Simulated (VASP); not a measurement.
**Gd: single point with PBEsol+D4**

Gd:

```
Gd
1.0
     0.00000    2.58582    2.58582
     2.58582    0.00000    2.58582
     2.58582    2.58582    0.00000
Gd
1
Cartesian
  0.0000 0.0000 0.0000
```

This isn't the form of Gd at room conditions, which is hcp.

- Program: VASP 6.6.1
- Task: single point
- Functional: PBEsol
- Dispersion: D4
- Potentials or basis: VASP PAW PBE potentials, release 64 (Gd)
- Cutoff: 520 eV
- k mesh: 7 × 7 × 7
- Occupations: gaussian, width 0.025 eV
- Spin: collinear spin, ferromagnetic start
- Starting moments: [7.0] μB

```yaml
Pressure: -4.6 GPa
Net_moment: 7.33 μB per cell
Site_moments: Gd +6.88 μB
Valence_electrons_inside_the_program's_atomic_spheres: Gd 15.17
Dispersion_energy_per_atom: -0.162 eV
```

Levels at points of the mesh, in eV from the Fermi level:
Spin up:
```tsv
k point	band 11	band 12	band 13	band 14	band 15	band 16
(0.00, 0.00, 0.00)	-4.70	-4.70	1.31	1.31	1.31	3.43
```
Spin down:
| k point | band 2 | band 3 | band 4 | band 5 | band 6 | band 7 | band 8 | band 9 |
| --- | --- | --- | --- | --- | --- | --- | --- | --- |
| (0.00, 0.00, 0.00) | -20.05 | -20.05 | -20.05 | -4.35 | 0.21 | 0.39 | 0.39 | 0.39 |

Wall time 5.7 min on 1 thread of Intel Xeon 8259CL, with other jobs on the host, peak memory 0.19 GiB.

Caveat: the cell stands under tension; the PAW data sets were made with another functional, which shifts forces and pressure a little; spin-orbit coupling is left out, which moves the levels of the heavy elements; semilocal functionals describe open f shells poorly, which spoils levels, moments and volumes. The state reached can hang on the start; a lower one may exist.
